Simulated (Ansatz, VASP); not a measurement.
## CsAl2: VASP beside Ansatz

```xyz
6
Lattice="0.0000 4.2393 4.2393 4.2393 0.0000 4.2393 4.2393 4.2393 0.0000" Properties=species:S:1:pos:R:3 pbc="T T T"
Cs    0.0000    0.0000    0.0000
Cs    2.1196    2.1196    2.1196
Al    5.2991    5.2991    5.2991
Al    5.2991    3.1795    3.1795
Al    3.1795    3.1795    5.2991
Al    3.1795    5.2991    3.1795
```

Alike in both runs: task relaxation of cell and atoms; functional PBE; k mesh 4 × 4 × 4; occupations gaussian, width 0.1 eV; no spin polarisation.

```csv
,VASP,Ansatz
version,VASP 6.6.1,Ansatz 0.2.0
potentials or method,"VASP PAW PBE potentials, release 64 (Cs_sv, Al), cutoff 600 eV","scalar-relativistic, plane waves, PAW"
valence electrons in the cell,30,30
```

|  | VASP | Ansatz | Ansatz less VASP |
| --- | --- | --- | --- |
| gap on the k mesh at the Fermi level, each at its own relaxed structure (eV) | none | none | - |
| relaxed volume (Å³/atom) | 29.60 | 29.15 | -0.446 |
| relaxed cell length with the largest relative difference (Å) | 6.309 | 6.277 | -0.0318 |

A gap of «none» marks a metal or a gap that the smearing closes.

Neither program's run includes spin-orbit coupling. Noted on VASP's run: the volume moved by over 15 % at a fixed basis, so the end points are rough.
